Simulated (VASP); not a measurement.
# AlN (P6_3/mmc) in VASP: notebook

Runs on AlN. Level: PBE. Tasks: single point.

Program: VASP 6.6.1. These are calculated values, not measurements. Logs are shortened: lines on timing, memory, paths and dates and some standing lists are left out, and cuts for length are marked.

**1. The cell of the first run**

The structure is hexagonal, space group P6_3/mmc (No. 194). The conventional cell has a = 3.194 Å, b = 3.194 Å, c = 4.146 Å, α = 90.00°, β = 90.00°, γ = 120.00°. Within 2.4 Å of Al (site symmetry -6m2) lie 5 N at 1.84 to 2.07 Å. Within 2.4 Å of N (site symmetry -6m2) lie 5 Al at 1.84 to 2.07 Å.

**2. Single point, PBE (volume 9.158 Å^3 an atom, c/a of the conventional cell 1.2980)**

Contents of INCAR:

```
SYSTEM = AlN
PREC = Accurate
ENCUT = 520
EDIFF = 1E-6
ISMEAR = 0
SIGMA = 0.05
LREAL = .FALSE.
LASPH = .TRUE.
NELM = 100
ALGO = Normal
ISIF = 2
LWAVE = .FALSE.
LCHARG = .FALSE.
GGA = PE
NBANDS = 16
```

Contents of KPOINTS:

```
regular mesh
0
G
  9 9 6
  0 0 0
```

Contents of POSCAR:

```
AlN
1.0
    3.1941239764      0.0000000000      0.0000000000
   -1.5970619882      2.7661925064      0.0000000000
    0.0000000000      0.0000000000      4.1459729213
Al N
2 2
Direct
    0.3333333333      0.6666666667      0.7500000000
    0.6666666667      0.3333333333      0.2500000000
    0.3333333333      0.6666666667      0.2500000000
    0.6666666667      0.3333333333      0.7500000000
```

Potentials or basis: VASP PAW PBE potentials, release 64 (Al, N).

Started as:

```
$ cat potpaw_PBE.64/Al/POTCAR potpaw_PBE.64/N/POTCAR > POTCAR
$ mpirun -np 1 vasp_std > vasp.out
```

OUTCAR:

```text
SYSTEM = AlN
   PREC = Accurate
   ENCUT = 520
   EDIFF = 1E-6
   ISMEAR = 0
   LREAL = .FALSE.
   LASPH = .TRUE.
   NELM = 100
   ISIF = 2
   GGA = PE

 ion  position               nearest neighbor table
   1  0.333  0.667  0.750-   4 1.84   4 1.84   4 1.84   3 2.07   3 2.07   2 2.77   2 2.77   2 2.77
                             2 2.77   2 2.77   2 2.77
   2  0.667  0.333  0.250-   3 1.84   3 1.84   3 1.84   4 2.07   4 2.07   1 2.77   1 2.77   1 2.77
                             1 2.77   1 2.77   1 2.77
   3  0.333  0.667  0.250-   2 1.84   2 1.84   2 1.84   1 2.07   1 2.07
   4  0.667  0.333  0.750-   1 1.84   1 1.84   1 1.84   2 2.07   2 2.07

  LATTYP: Found a hexagonal cell.
 ALAT       =     3.1941239764
 C/A-ratio  =     1.2980000000

  Lattice vectors:

 A1 = (   3.1941239764,   0.0000000000,   0.0000000000)
 A2 = (  -1.5970619882,   2.7661925064,   0.0000000000)
 A3 = (   0.0000000000,   0.0000000000,   4.1459729213)

Analysis of symmetry for initial positions (statically):
=====================================================================
 Subroutine PRICEL returns:
 Original cell was already a primitive cell.

 Routine SETGRP: Setting up the symmetry group for a
 hexagonal supercell.

 Subroutine GETGRP returns: Found 24 space group operations
 (whereof 12 operations were pure point group operations)
 out of a pool of 24 trial point group operations.

The static configuration has the point symmetry D_3d.
 The point group associated with its full space group is D_6h.

Analysis of symmetry for dynamics (positions and initial velocities):
=====================================================================
 Subroutine PRICEL returns:
 Original cell was already a primitive cell.

 Routine SETGRP: Setting up the symmetry group for a
 hexagonal supercell.

 Subroutine GETGRP returns: Found 24 space group operations
 (whereof 12 operations were pure point group operations)
 out of a pool of 24 trial point group operations.

The dynamic configuration has the point symmetry D_3d.
 The point group associated with its full space group is D_6h.

 Subroutine INISYM returns: Found 24 space group operations
 (whereof 12 operations are pure point group operations),
 and found     1 'primitive' translations

----------------------------------------------------------------------------------------

                                     Primitive cell

  volume of cell :      36.6320

  direct lattice vectors                    reciprocal lattice vectors
     3.194123976  0.000000000  0.000000000     0.313074886  0.180753870  0.000000000
    -1.597061988  2.766192506  0.000000000     0.000000000  0.361507739  0.000000000
     0.000000000  0.000000000  4.145972921     0.000000000  0.000000000  0.241197909

  length of vectors
     3.194123976  3.194123976  4.145972921     0.361507739  0.361507739  0.241197909

  position of ions in fractional coordinates (direct lattice)
     0.333333333  0.666666667  0.750000000
     0.666666667  0.333333333  0.250000000
     0.333333333  0.666666667  0.250000000
     0.666666667  0.333333333  0.750000000

  ion indices of the primitive-cell ions
   primitive index   ion index
                 1           1
                 2           2
                 3           3
                 4           4

----------------------------------------------------------------------------------------

 KPOINTS: regular mesh

Automatic generation of k-mesh.
 Grid dimensions read from file:
 generate k-points for:    9    9    6

 Generating k-lattice:

  Cartesian coordinates                     Fractional coordinates (reciprocal lattice)
     0.034786098  0.020083763  0.000000000     0.111111111 -0.000000000  0.000000000
     0.000000000  0.040167527  0.000000000     0.000000000  0.111111111  0.000000000
     0.000000000  0.000000000  0.040199652     0.000000000  0.000000000  0.166666667

  Length of vectors
     0.040167527  0.040167527  0.040199652

  Shift w.r.t. Gamma in fractional coordinates (k-lattice)
     0.000000000  0.000000000  0.000000000

 Subroutine IBZKPT returns following result:
 ===========================================

 Found     48 irreducible k-points:

 Following reciprocal coordinates:
            Coordinates               Weight
  0.000000  0.000000  0.000000      1.000000
  0.111111  0.000000  0.000000      6.000000
  0.222222  0.000000  0.000000      6.000000
  0.333333  0.000000  0.000000      6.000000
  0.444444  0.000000  0.000000      6.000000
  0.111111  0.111111  0.000000      6.000000
[... 16 lines left out ...]
  0.333333  0.222222  0.166667     24.000000
  0.333333  0.333333  0.166667      4.000000
 [... further k-points ...]
   k-points           NKPTS =     48   k-points in BZ     NKDIM =     48   number of bands    NBANDS=     16
   number of dos      NEDOS =    301   number of ions     NIONS =      4
   total plane-waves  NPLWV =  18432
   dimension x,y,z NGX =    24 NGY =   24 NGZ =   32
   dimension x,y,z NGXF=    48 NGYF=   48 NGZF=   64
   ions per type =               2   2
   NGX,Y,Z   is equivalent  to a cutoff of  12.49, 12.49, 12.83 a.u.
   NGXF,Y,Z  is equivalent  to a cutoff of  24.98, 24.98, 25.66 a.u.
 SYSTEM =  AlN
   PREC   = accura    normal or accurate (medium, high low for compatibility)
   ISTART =      0    job   : 0-new  1-cont  2-samecut
   ICHARG =      2    charge: 1-file 2-atom 10-const
   ISPIN  =      1    spin polarized calculation?
   LNONCOLLINEAR =      F non collinear calculations
   LSORBIT =      F    spin-orbit coupling
   LASPH  =      T    aspherical Exc in radial PAW
   ENCUT  =  520.0 eV  38.22 Ry    6.18 a.u.   5.94  5.94  7.71*2*pi/ulx,y,z
   NELM   =    100;   NELMIN=  2; NELMDL= -5     # of ELM steps
   EDIFF  = 0.1E-05   stopping-criterion for ELM
   LREAL  =      F    real-space projection
   EDIFFG = 0.1E-04   stopping-criterion for IOM
   NSW    =      0    number of steps for IOM
   IBRION =     -1    ionic relax: 0-MD 1-quasi-New 2-CG
   NFREE  =      0    steps in history (QN), initial steepest desc. (CG)
   ISIF   =      2    stress and relaxation
   ISYM   =      2    0-nonsym 1-usesym 2-fastsym
   POTIM  = 0.5000    time-step for ionic-motion
   TEBEG  =    0.0;   TEEND  =   0.0 temperature during run
   PSTRESS=    0.0 pullay stress
   NELECT =      16.0000    total number of electrons
   NUPDOWN=      -1.0000    fix difference up-down
   EMIN   =  10.00;   EMAX   =-10.00  energy-range for DOS
   EFERMI =   0.00;   METHOD = LEGACY
   ISMEAR =     0;   SIGMA  =   0.05  broadening in eV -4-tet -1-fermi 0-gaus
   EFERMI_NEDOS =   21; number of points for ismear=-14 and -15
   IALGO  =     38    algorithm
   IMIX   =      4    mixing-type and parameters
     AMIX     =   0.40;   BMIX     =  1.00
     AMIX_MAG =   1.60;   BMIX_MAG =  1.00
  volume/ion in A,a.u.               =       9.16        61.80
  Fermi-wavevector in a.u.,A,eV,Ry     =   1.242113  2.347254 20.991693  1.542846
  Thomas-Fermi vector in A             =   2.376482
   LORBIT       =      0    0 simple, 1 ext, 2 COOP (PROOUT), +10 PAW based schemes
   GGA     = PE    functional components
   LHFCALC =     F    Hartree Fock is set to
   AEXX    =    0.0000 exact exchange contribution
   IVDW    =     0    specifies the selected vdW correction
   LEPSILON=     F    determine dielectric tensor
   LRPA    =     F    only Hartree local field effects (RPA)
 non-spin polarized calculation
 Gauss-broadening in eV      SIGMA  =   0.05
  energy-cutoff  :      520.00
  volume of cell :       36.63
 maximum number of plane-waves:      1014
 NGX is ok and might be reduce to    24
   NGX = 11   NGY = 11   NGZ = 15

 number of electron      16.0000004 magnetization

 Free energy of the ion-electron system (eV)
  ---------------------------------------------------
  ext. energy  EPLUGINS =         0.00000000
  ---------------------------------------------------
  free energy    TOTEN  =       -29.10049057 eV

  energy without entropy =      -29.10049057  energy(sigma->0) =      -29.10049057

 E-fermi :   9.2897     XC(G=0): -11.5337

 val. band max:        9.0103741479   @ k =   0.0000   0.0000   0.0000
 cond. band min:      12.8536000525   @ k =   0.0000   0.0000   0.0000
 fundamental gap:      3.8432259046
 Fermi energy:         9.2896986254

 k-point     1 :       0.0000    0.0000    0.0000
  band No.  band energies     occupation
      1      -8.5210      2.00000
      2      -4.6363      2.00000
      3       1.4772      2.00000
      4       5.4925      2.00000
      5       5.4925      2.00000
      6       7.0956      2.00000
[... 8 lines left out ...]
     15      21.2344      0.00000
     16      21.2983      0.00000

 k-point     2 :       0.1111    0.0000    0.0000
  band No.  band energies     occupation
      1      -8.3646      2.00000
      2      -4.6178      2.00000
      3       1.6430      2.00000
      4       4.9497      2.00000
      5       5.2806      2.00000
      6       6.6062      2.00000
[... 8 lines left out ...]
     15      20.6512      0.00000
     16      21.2438      0.00000

 k-point     3 :       0.2222    0.0000    0.0000
  band No.  band energies     occupation
      1      -7.9154      2.00000
      2      -4.6157      2.00000
      3       2.1273      2.00000
      4       3.7670      2.00000
      5       4.8520      2.00000
      6       5.6706      2.00000
[... 8 lines left out ...]
     15      19.6632      0.00000
     16      21.8149      0.00000
[... 362 lines left out ...]
 k-point    23 :       0.3333    0.2222    0.1667
  band No.  band energies     occupation
      1      -6.1312      2.00000
      2      -5.2704      2.00000
      3       1.9359      2.00000
      4       2.8133      2.00000
      5       3.6271      2.00000
      6       5.4131      2.00000
[... 8 lines left out ...]
     15      21.2430      0.00000
     16      23.1054      0.00000

 k-point    24 :       0.3333    0.3333    0.1667
  band No.  band energies     occupation
      1      -5.6359      2.00000
      2      -5.6359      2.00000
      3       1.9128      2.00000
      4       3.0791      2.00000
      5       3.0791      2.00000
      6       5.4886      2.00000
[... 8 lines left out ...]
     15      20.8623      0.00000
     16      22.8433      0.00000

 [... further k-points ...]

------------------------ aborting loop because EDIFF is reached ----------------------------------------

  FORCE on cell =-STRESS in cart. coord.  units (eV):
  Direction    XX          YY          ZZ          XY          YZ          ZX
  --------------------------------------------------------------------------------------
  -------------------------------------------------------------------------------------
  Total        5.7788014      5.7788014      3.1039575      0.0000000      0.0000000      0.0000000
  in kB      252.7479974    252.7479974    135.7580884      0.0000000      0.0000000      0.0000000
  external PRESSURE =     213.7513611 kB  Pullay stress =       0.0000000 kB

 VOLUME and BASIS-vectors are now :
 -----------------------------------------------------------------------------
  energy-cutoff  :      520.00
  volume of cell :       36.63
      direct lattice vectors                 reciprocal lattice vectors
     3.194123976  0.000000000  0.000000000     0.313074886  0.180753870  0.000000000
    -1.597061988  2.766192506  0.000000000     0.000000000  0.361507739  0.000000000
     0.000000000  0.000000000  4.145972921     0.000000000  0.000000000  0.241197909

 POSITION                                       TOTAL-FORCE (eV/Angst)
 -----------------------------------------------------------------------------------
     -0.00000      1.84413      3.10948         0.000000      0.000000      0.000000
      1.59706      0.92206      1.03649        -0.000000      0.000000      0.000000
     -0.00000      1.84413      1.03649         0.000000      0.000000      0.000000
      1.59706      0.92206      3.10948         0.000000     -0.000000      0.000000
 -----------------------------------------------------------------------------------
    total drift:                               -0.000000      0.000000     -0.000000

  FREE ENERGIE OF THE ION-ELECTRON SYSTEM (eV)
  ---------------------------------------------------
  free  energy   TOTEN  =       -29.1004905735 eV

  energy  without entropy=      -29.1004905735  energy(sigma->0) =      -29.10049057
```

It took 13 s on 1 thread of Intel Xeon Platinum 8488C (Sapphire Rapids), shared host; peak memory 0.15 GiB.

Results:

| Item | Value |
| --- | --- |
| Free energy | -29.1005 eV |
| Pressure | 21.4 GPa |
| Band gap on the k mesh | 3.84 eV, direct |

 A k mesh can miss the band edges.

**3. Single point, PBE (volume 9.158 Å^3 an atom, c/a of the conventional cell 1.1980)**

Contents of INCAR:

```
SYSTEM = AlN
PREC = Accurate
ENCUT = 520
EDIFF = 1E-6
ISMEAR = 0
SIGMA = 0.05
LREAL = .False.
LASPH = .True.
NELM = 100
ALGO = Normal
ISIF = 2
LWAVE = .False.
LCHARG = .False.
GGA = PE
NBANDS = 16
```

Contents of KPOINTS:

```
Automatic mesh
0
Gamma
  9 9 6
  0 0 0
```

Contents of POSCAR:

```
AlN
1.0
    3.2806335874      0.0000000000      0.0000000000
   -1.6403167937      2.8411120272      0.0000000000
    0.0000000000      0.0000000000      3.9301990377
Al N
2 2
Direct
    0.3333333333      0.6666666667      0.7500000000
    0.6666666667      0.3333333333      0.2500000000
    0.3333333333      0.6666666667      0.2500000000
    0.6666666667      0.3333333333      0.7500000000
```

Potentials or basis: VASP PAW PBE potentials, release 64 (Al, N).

Started as:

```
$ cat potpaw_PBE.64/Al/POTCAR potpaw_PBE.64/N/POTCAR > POTCAR
$ mpirun -np 1 vasp_std > vasp.out
```

Wall time 12 s (1 thread of Intel Xeon Platinum 8488C (Sapphire Rapids), shared host); peak memory 0.15 GiB.

Results (log left out):

| Property | Result |
| --- | --- |
| Free energy | -29.0963 eV |
| Pressure | 19.6 GPa |
| Band gap on the k mesh | 3.99 eV, direct |

Stress tensor (GPa, compression positive):
```
15.28  0.00  0.00
 0.00 15.28  0.00
 0.00  0.00 28.32
```

Levels at points of the mesh, in eV from the valence-band top:
```csv
k point,band 6,band 7,band 8,band 9,band 10,band 11
"(0.00, 0.00, 0.00)",-1.45,-1.45,0.00,3.99,5.14,8.64
"(0.00, 0.00, 0.50)",-2.51,-2.51,-2.51,6.32,6.32,8.67
```
